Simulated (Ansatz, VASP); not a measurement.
# One calculation of AlN, two programs

```
CELL_PARAMETERS angstrom
3.20854 0.00000 0.00000
-1.60427 2.77868 0.00000
0.00000 0.00000 4.46228
ATOMIC_POSITIONS crystal
Al 0.33333 0.66667 0.75000
Al 0.66667 0.33333 0.25000
N 0.33333 0.66667 0.25000
N 0.66667 0.33333 0.75000
```

Alike in both runs: task single point; functional PBEsol; k mesh 12 × 12 × 6; occupations gaussian, width 0.05 eV; no spin polarisation.

|  | VASP | Ansatz |
| --- | --- | --- |
| version | VASP 6.6.1 | Ansatz 0.2.0 |
| potentials or method | VASP PAW PBE potentials, release 64 (Al, N), cutoff 520 eV | scalar-relativistic, plane waves, PAW |
| valence electrons in the cell | 16 | 16 |

Ansatz gave:

| Property | Result |
| --- | --- |
| gap on the k mesh at the Fermi level (eV) | 2.98 |
| least direct gap on the mesh (eV) | 2.98 |
| pressure (GPa) | 2.2 |
| traceless stress, the component that is largest in VASP (GPa) | -11.54 |

Q: Which values does VASP return?

A: gap on the k mesh at the Fermi level (eV): 2.99; least direct gap on the mesh (eV): 2.99; pressure (GPa): 2.2; traceless stress, the component that is largest in VASP (GPa): -11.65.

VASP's potentials were made for PBE, not for PBEsol.
